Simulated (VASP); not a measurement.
# Mo in VASP: single point with PBEsol

Aim: the single point of Mo with PBEsol.

Program: VASP 6.6.1. These are calculated values, not measurements. Logs are shortened: lines on timing, memory, paths and dates and some standing lists are left out, and cuts for length are marked.

### 1 The cell of the first run

The cell holds a slab with vacuum, 16 atoms: a = 3.129 Å, b = 6.997 Å, c = 25.496 Å, α = 90.00°, β = 90.00°, γ = 90.00°.

### 2 Single point, PBEsol

Input file INCAR:

```
SYSTEM = Mo
ALGO     = Fast           ! electronic algorithm
DIPOL    = 0.5 0.5 0.500
EDIFF    = 1E-7           ! SCF threshold, eV
ENCUT    = 520            ! plane-wave cutoff, eV
GGA      = PS             ! functional
IDIPOL   = 3            
ISIF     = 2              ! what is computed and relaxed
ISMEAR   = 0              ! smearing method
LASPH    = .TRUE.         ! aspherical terms in the spheres
LCHARG   = .FALSE.        ! write CHGCAR
LDIPOL   = .TRUE.       
LREAL    = Auto         
LWAVE    = .FALSE.        ! write WAVECAR
NBANDS   = 126            ! bands
NELM     = 60             ! most SCF steps
PREC     = Accurate       ! precision mode
SIGMA    = 0.1            ! smearing width, eV
```

Input file KPOINTS:

```
k-points
0
G
  11 5 1
  0 0 0
```

Input file POSCAR:

```
Mo
1.0
    3.1293068543      0.0000000000      0.0000000000
    0.0000000000      6.9973428486      0.0000000000
    0.0000000000      0.0000000000     25.4960142730
Mo
16
Direct
    0.5000000000      0.7000000000      0.2941636257
    0.0000000000      0.4000000000      0.3216084756
    0.5000000000      0.1000000000      0.3490533255
    0.0000000000      0.8000000000      0.3764981754
    0.5000000000      0.5000000000      0.4039430253
    0.0000000000      0.2000000000      0.4313878752
    0.5000000000      0.9000000000      0.4588327251
    0.0000000000      0.6000000000      0.4862775750
    0.5000000000      0.3000000000      0.5137224250
    0.0000000000      0.0000000000      0.5411672749
    0.5000000000      0.7000000000      0.5686121248
    0.0000000000      0.4000000000      0.5960569747
    0.5000000000      0.1000000000      0.6235018246
    0.0000000000      0.8000000000      0.6509466745
    0.5000000000      0.5000000000      0.6783915244
    0.0000000000      0.2000000000      0.7058363743
```

Potentials or basis: VASP PAW PBE potentials, release 64 (Mo_sv).

Command:

```sh
> cat potpaw_PBE.64/Mo_sv/POTCAR > POTCAR
> mpirun -np 1 vasp_std > vasp.out
```

OUTCAR:

```text
SYSTEM = Mo
   EDIFF = 1E-7
   ENCUT = 520
   GGA = PS
   ISIF = 2
   ISMEAR = 0
   LASPH = .TRUE.
   LREAL = Auto
   NELM = 60
   PREC = Accurate

 ion  position               nearest neighbor table
   1  0.500  0.700  0.294-   4 2.71   4 2.71   2 2.71   2 2.71   5 3.13   3 3.13
   2  0.000  0.400  0.322-   5 2.71   5 2.71   3 2.71   3 2.71   1 2.71   1 2.71   6 3.13   4 3.13

   3  0.500  0.100  0.349-   6 2.71   6 2.71   2 2.71   2 2.71   4 2.71   4 2.71   7 3.13   5 3.13
                             1 3.13
   4  0.000  0.800  0.376-   1 2.71   1 2.71   7 2.71   7 2.71   5 2.71   5 2.71   3 2.71   3 2.71
                             8 3.13   2 3.13   6 3.13
   5  0.500  0.500  0.404-   2 2.71   8 2.71   2 2.71   8 2.71   6 2.71   4 2.71   6 2.71   4 2.71
                             1 3.13   7 3.13   3 3.13   9 3.13
   6  0.000  0.200  0.431-   3 2.71   3 2.71   5 2.71   5 2.71   7 2.71   7 2.71   9 2.71   9 2.71
                             2 3.13   8 3.13   4 3.13  10 3.13
   7  0.500  0.900  0.459-   4 2.71   4 2.71   8 2.71   8 2.71   6 2.71   6 2.71  10 2.71  10 2.71
                             3 3.13   5 3.13   9 3.13  11 3.13
   8  0.000  0.600  0.486-   5 2.71   5 2.71   7 2.71   7 2.71   9 2.71   9 2.71  11 2.71  11 2.71
                             4 3.13   6 3.13  10 3.13  12 3.13
   9  0.500  0.300  0.514-  12 2.71  12 2.71  10 2.71  10 2.71   8 2.71   8 2.71   6 2.71   6 2.71
                            13 3.13  11 3.13   7 3.13   5 3.13
  10  0.000  0.000  0.541-  13 2.71  13 2.71   9 2.71   9 2.71  11 2.71  11 2.71   7 2.71   7 2.71
                            14 3.13  12 3.13   8 3.13   6 3.13
  11  0.500  0.700  0.569-  14 2.71  14 2.71  10 2.71  10 2.71  12 2.71  12 2.71   8 2.71   8 2.71
                            15 3.13  13 3.13   9 3.13   7 3.13
  12  0.000  0.400  0.596-   9 2.71  15 2.71   9 2.71  15 2.71  13 2.71  13 2.71  11 2.71  11 2.71
                            16 3.13  10 3.13  14 3.13   8 3.13
  13  0.500  0.100  0.624-  10 2.71  16 2.71  10 2.71  16 2.71  12 2.71  12 2.71  14 2.71  14 2.71
                             9 3.13  15 3.13  11 3.13
  14  0.000  0.800  0.651-  11 2.71  11 2.71  15 2.71  15 2.71  13 2.71  13 2.71  10 3.13  12 3.13
                            16 3.13
  15  0.500  0.500  0.678-  12 2.71  12 2.71  16 2.71  14 2.71  14 2.71  16 2.71  11 3.13  13 3.13

  16  0.000  0.200  0.706-  13 2.71  13 2.71  15 2.71  15 2.71  12 3.13  14 3.13

  LATTYP: Found a simple orthorhombic cell.
 ALAT       =     3.1293068543
 B/A-ratio  =     2.2360679775
 C/A-ratio  =     8.1474957427

  Lattice vectors:

 A1 = (   3.1293068543,   0.0000000000,   0.0000000000)
 A2 = (   0.0000000000,   6.9973428486,   0.0000000000)
 A3 = (   0.0000000000,   0.0000000000,  25.4960142730)

Analysis of symmetry for initial positions (statically):
=====================================================================
 Subroutine PRICEL returns:
 Original cell was already a primitive cell.

 Routine SETGRP: Setting up the symmetry group for a
 simple orthorhombic supercell.

 Subroutine GETGRP returns: Found  4 space group operations
 (whereof  2 operations were pure point group operations)
 out of a pool of  8 trial point group operations.

The static configuration has the point symmetry C_1h.
 The point group associated with its full space group is C_2h.

Analysis of symmetry for dynamics (positions and initial velocities):
=====================================================================
 Subroutine PRICEL returns:
 Original cell was already a primitive cell.

 Routine SETGRP: Setting up the symmetry group for a
 simple orthorhombic supercell.

 Subroutine GETGRP returns: Found  4 space group operations
 (whereof  2 operations were pure point group operations)
 out of a pool of  8 trial point group operations.

The dynamic configuration has the point symmetry C_1h.
 The point group associated with its full space group is C_2h.

 Subroutine INISYM returns: Found  4 space group operations
 (whereof  2 operations are pure point group operations),
 and found     1 'primitive' translations

----------------------------------------------------------------------------------------

                                     Primitive cell

  volume of cell :     558.2820

  direct lattice vectors                    reciprocal lattice vectors
     3.129306854  0.000000000  0.000000000     0.319559585  0.000000000  0.000000000
     0.000000000  6.997342849  0.000000000     0.000000000  0.142911391  0.000000000
     0.000000000  0.000000000 25.496014273     0.000000000  0.000000000  0.039221817

  length of vectors
     3.129306854  6.997342849 25.496014273     0.319559585  0.142911391  0.039221817

  position of ions in fractional coordinates (direct lattice)
     0.500000000  0.700000000  0.294163626
     0.000000000  0.400000000  0.321608476
     0.500000000  0.100000000  0.349053326
     0.000000000  0.800000000  0.376498175
     0.500000000  0.500000000  0.403943025
     0.000000000  0.200000000  0.431387875
[... 8 lines left out ...]
     0.500000000  0.500000000  0.678391524
     0.000000000  0.200000000  0.705836374

  ion indices of the primitive-cell ions
   primitive index   ion index
                 1           1
                 2           2
                 3           3
                 4           4
                 5           5
                 6           6
[... 8 lines left out ...]
                15          15
                16          16

----------------------------------------------------------------------------------------

 KPOINTS: k-points

Automatic generation of k-mesh.
 Grid dimensions read from file:
 generate k-points for:   11    5    1

 Generating k-lattice:

  Cartesian coordinates                     Fractional coordinates (reciprocal lattice)
     0.029050871  0.000000000  0.000000000     0.090909091  0.000000000  0.000000000
     0.000000000  0.028582278  0.000000000     0.000000000  0.200000000  0.000000000
     0.000000000  0.000000000  0.039221817     0.000000000  0.000000000  1.000000000

  Length of vectors
     0.029050871  0.028582278  0.039221817

  Shift w.r.t. Gamma in fractional coordinates (k-lattice)
     0.000000000  0.000000000  0.000000000

 Subroutine IBZKPT returns following result:
 ===========================================

 Found     18 irreducible k-points:

 Following reciprocal coordinates:
            Coordinates               Weight
  0.000000  0.000000  0.000000      1.000000
  0.090909  0.000000  0.000000      2.000000
  0.181818  0.000000  0.000000      2.000000
  0.272727  0.000000  0.000000      2.000000
  0.363636  0.000000  0.000000      2.000000
  0.454545  0.000000  0.000000      2.000000
[... 10 lines left out ...]
  0.363636  0.400000  0.000000      4.000000
  0.454545  0.400000  0.000000      4.000000
   k-points           NKPTS =     18   k-points in BZ     NKDIM =     18   number of bands    NBANDS=    126
   number of dos      NEDOS =    301   number of ions     NIONS =     16
   total plane-waves  NPLWV = 248832
   dimension x,y,z NGX =    24 NGY =   54 NGZ =  192
   dimension x,y,z NGXF=    48 NGYF=  108 NGZF=  384
   ions per type =              16
   NGX,Y,Z   is equivalent  to a cutoff of  12.75, 12.83, 12.52 a.u.
   NGXF,Y,Z  is equivalent  to a cutoff of  25.50, 25.66, 25.04 a.u.
 SYSTEM =  Mo
   PREC   = accura    normal or accurate (medium, high low for compatibility)
   ISTART =      0    job   : 0-new  1-cont  2-samecut
   ICHARG =      2    charge: 1-file 2-atom 10-const
   ISPIN  =      1    spin polarized calculation?
   LNONCOLLINEAR =      F non collinear calculations
   LSORBIT =      F    spin-orbit coupling
   LASPH  =      T    aspherical Exc in radial PAW
   ENCUT  =  520.0 eV  38.22 Ry    6.18 a.u.   5.82 13.01 47.41*2*pi/ulx,y,z
   NELM   =     60;   NELMIN=  2; NELMDL= -5     # of ELM steps
   EDIFF  = 0.1E-06   stopping-criterion for ELM
   LREAL  =      T    real-space projection
   EDIFFG = 0.1E-05   stopping-criterion for IOM
   NSW    =      0    number of steps for IOM
   IBRION =     -1    ionic relax: 0-MD 1-quasi-New 2-CG
   NFREE  =      0    steps in history (QN), initial steepest desc. (CG)
   ISIF   =      2    stress and relaxation
   ISYM   =      2    0-nonsym 1-usesym 2-fastsym
   POTIM  = 0.5000    time-step for ionic-motion
   TEBEG  =    0.0;   TEEND  =   0.0 temperature during run
   PSTRESS=    0.0 pullay stress
   NELECT =     224.0000    total number of electrons
   NUPDOWN=      -1.0000    fix difference up-down
   EMIN   =  10.00;   EMAX   =-10.00  energy-range for DOS
   EFERMI =   0.00;   METHOD = LEGACY
   ISMEAR =     0;   SIGMA  =   0.10  broadening in eV -4-tet -1-fermi 0-gaus
   EFERMI_NEDOS =   21; number of points for ismear=-14 and -15
   IALGO  =     68    algorithm
   IMIX   =      4    mixing-type and parameters
     AMIX     =   0.40;   BMIX     =  1.00
     AMIX_MAG =   1.60;   BMIX_MAG =  1.00
  volume/ion in A,a.u.               =      34.89       235.47
  Fermi-wavevector in a.u.,A,eV,Ry     =   1.207461  2.281770 19.836765  1.457961
  Thomas-Fermi vector in A             =   2.343098
   LORBIT       =      0    0 simple, 1 ext, 2 COOP (PROOUT), +10 PAW based schemes
   GGA     = PS    functional components
   LHFCALC =     F    Hartree Fock is set to
   AEXX    =    0.0000 exact exchange contribution
   IVDW    =     0    specifies the selected vdW correction
   LEPSILON=     F    determine dielectric tensor
   LRPA    =     F    only Hartree local field effects (RPA)
 non-spin polarized calculation
 RMM-DIIS sequential band-by-band and
 Gauss-broadening in eV      SIGMA  =   0.10
  energy-cutoff  :      520.00
  volume of cell :      558.28
 maximum number of plane-waves:     15072
 NGX is ok and might be reduce to    24
   NGX = 11   NGY = 27   NGZ = 95

 dipolmoment           0.000000      0.000000      0.000000 electrons x Angstroem

 number of electron     223.9999996 magnetization

 dipolmoment           0.000000      0.000000     -0.000000 electrons x Angstroem

 Free energy of the ion-electron system (eV)
  ---------------------------------------------------
  ext. energy  EPLUGINS =         0.00000000
  ---------------------------------------------------
  free energy    TOTEN  =      -178.37367047 eV

  energy without entropy =     -178.29233805  energy(sigma->0) =     -178.33300426

 E-fermi :   3.3210     XC(G=0):  -6.9321

 val. band max:        3.3195976834   @ k =   0.3636   0.0000   0.0000
 cond. band min:       3.3242947059   @ k =   0.0000   0.4000   0.0000
 fundamental gap:      0.0046970225
 Fermi energy:         3.3209758085

 k-point     1 :       0.0000    0.0000    0.0000
  band No.  band energies     occupation
      1     -57.8273      2.00000
      2     -57.7564      2.00000
      3     -57.6590      2.00000
      4     -57.6276      2.00000
      5     -57.6141      2.00000
      6     -57.5917      2.00000
[... 116 lines left out ...]
    123       4.0358      0.00000
    124       4.0664      0.00000

 k-point     2 :       0.0909    0.0000    0.0000
  band No.  band energies     occupation
      1     -57.8168      2.00000
      2     -57.7484      2.00000
      3     -57.6543      2.00000
      4     -57.6233      2.00000
      5     -57.6104      2.00000
      6     -57.5896      2.00000
[... 2148 lines left out ...]
    123       4.8471      0.00000
    124       4.9400      0.00000
 [bands above 124 left out]

------------------------ aborting loop because EDIFF is reached ----------------------------------------

 vacuum level on the upper side and lower side of the slab       (xc-potential included)        -0.073        -0.073

  FORCE on cell =-STRESS in cart. coord.  units (eV):
  Direction    XX          YY          ZZ          XY          YZ          ZX
  --------------------------------------------------------------------------------------
  -------------------------------------------------------------------------------------
  Total      -16.2090158    -16.6226244    -11.3260367      0.0000000      0.8571244      0.0000000
  in kB      -46.5172069    -47.7041955    -32.5038607      0.0000000      2.4598058      0.0000000
  external PRESSURE =     -42.2417544 kB  Pullay stress =       0.0000000 kB

 VOLUME and BASIS-vectors are now :
 -----------------------------------------------------------------------------
  energy-cutoff  :      520.00
  volume of cell :      558.28
      direct lattice vectors                 reciprocal lattice vectors
     3.129306854  0.000000000  0.000000000     0.319559585  0.000000000  0.000000000
     0.000000000  6.997342849  0.000000000     0.000000000  0.142911391  0.000000000
     0.000000000  0.000000000 25.496014273     0.000000000  0.000000000  0.039221817

 POSITION                                       TOTAL-FORCE (eV/Angst)
 -----------------------------------------------------------------------------------
      1.56465      4.89814      7.50000         0.000000     -0.769918      1.959034
      0.00000      2.79894      8.19973         0.000000      0.807480      0.353540
      1.56465      0.69973      8.89947         0.000000      0.124162     -0.051242
      0.00000      5.59787      9.59920         0.000000      0.050871     -1.197121
      1.56465      3.49867     10.29894         0.000000     -0.114981     -0.699842
      0.00000      1.39947     10.99867         0.000000     -0.089056     -0.476483
[... 8 lines left out ...]
      1.56465      3.49867     17.29628         0.000000     -0.807480     -0.353540
      0.00000      1.39947     17.99601         0.000000      0.769918     -1.959034
 -----------------------------------------------------------------------------------
    total drift:                                0.000000      0.000015     -0.000032

  FREE ENERGIE OF THE ION-ELECTRON SYSTEM (eV)
  ---------------------------------------------------
  free  energy   TOTEN  =      -178.3736704663 eV

  energy  without entropy=     -178.2923380513  energy(sigma->0) =     -178.33300426

 vacuum level on the upper side and lower side of the slab         7.388         7.388
```

Run time: 79 min. Hardware: 1 thread of Oxide Virtual Turin-like, shared host; peak memory 0.98 GiB.

What came out:

```yaml
Free_energy: -178.3737 eV
Largest_force: 2.105 eV/Å
Band_gap_on_the_k_mesh: zero (bands 112 and 113 overlap by 0.56 eV)
```

Forces on the atoms (eV/Å):
```
Mo   0.000 -0.770  1.959
Mo   0.000  0.807  0.354
Mo   0.000  0.124 -0.051
Mo   0.000  0.051 -1.197
Mo   0.000 -0.115 -0.700
Mo   0.000 -0.089 -0.476
Mo   0.000 -0.231  0.177
Mo   0.000 -0.049  0.147
Mo   0.000  0.049 -0.147
Mo   0.000  0.231 -0.177
Mo   0.000  0.089  0.476
Mo   0.000  0.115  0.700
Mo   0.000 -0.051  1.197
Mo   0.000 -0.124  0.051
Mo   0.000 -0.807 -0.354
Mo   0.000  0.770 -1.959
```

Caveat: the PAW data sets were made with another functional, which shifts forces and pressure a little.
